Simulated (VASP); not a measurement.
NiO: single point with PBE+U

Crystal: NiO.

```
Ni O
1.0
    -3.97891   -0.10276    3.76105
     0.08600    1.97120    1.91515
    -2.10143    2.04855   -0.16335
Ni O
2 2
Direct
  0.71399 0.10057 0.73706
  0.23365 0.08628 0.75518
  0.99536 0.63630 0.18015
  0.49167 0.57239 0.24850
```

* Program: VASP 6.6.1
* Task: single point
* Functional: PBE
* Potentials or basis: VASP PAW PBE potentials, release 64 (Ni, O)
* Cutoff: 520 eV
* k mesh: 3 × 3 × 3
* Occupations: fermi-dirac, width 0.15 eV
* Spin: collinear spin, antiferromagnetic start
* Starting moments: [1.6, -1.6, 0.0, 0.0] μB
* Hubbard terms: Ni d U = 6.0 eV

| Item | Value |
| --- | --- |
| Pressure | 23.1 GPa |
| Largest force | 2.330 eV/Å |
| Band gap on the k mesh | 3.21 eV |
| Net moment | 0.00 μB per cell |
| Site moments | Ni +1.70, -1.70; O -0.02, +0.02 μB |
| Valence electrons inside the program's atomic spheres | Ni 9.20, 9.29; O 5.06, 5.08 |

Forces in eV/Å, atoms in the order of the input:
```
Ni  -1.139 -0.674  1.408
Ni   0.658 -0.068  1.172
O   -0.113  0.521 -2.268
O    0.594  0.221 -0.313
```

Stress tensor (GPa, compression positive):
```
13.57  1.54 -8.53
 1.54 18.10  6.97
-8.53  6.97 37.59
```

Levels at points of the mesh, in eV from the valence-band top:
Spin up:
```tsv
k point	band 14	band 15	band 16	band 17	band 18	band 19
(0.00, 0.00, 0.00)	-1.20	-0.91	-0.80	3.21	3.97	4.51
```
Spin down:
```tsv
k point	band 13	band 14	band 15	band 16	band 17	band 18	band 19	band 20
(0.00, 0.00, 0.00)	-1.42	-1.16	-1.01	-0.51	3.57	3.85	4.07	7.02
```

Eigenvalues of the final occupation matrices:
| site | spin | trace | eigenvalues |
| --- | --- | --- | --- |
| site 1 d | 1 | 5.04 | 0.98 0.99 0.99 1.04 1.04 |
| site 1 d | 2 | 3.33 | 0.19 0.19 0.98 0.98 0.98 |
| site 2 d | 1 | 3.35 | 0.15 0.25 0.98 0.99 0.99 |
| site 2 d | 2 | 5.06 | 0.98 0.99 0.99 1.03 1.07 |

It took 22 s on 1 thread of Intel(R) Xeon(R) 6975P-C (Granite Rapids), on a shared host, peak memory 0.17 GiB.

Caveat: the k points lie up to 0.89 Å⁻¹ apart; forces of over 1 eV/Å act on the atoms, so gaps and moduli don't describe the material at rest. A k mesh can miss the band edges.
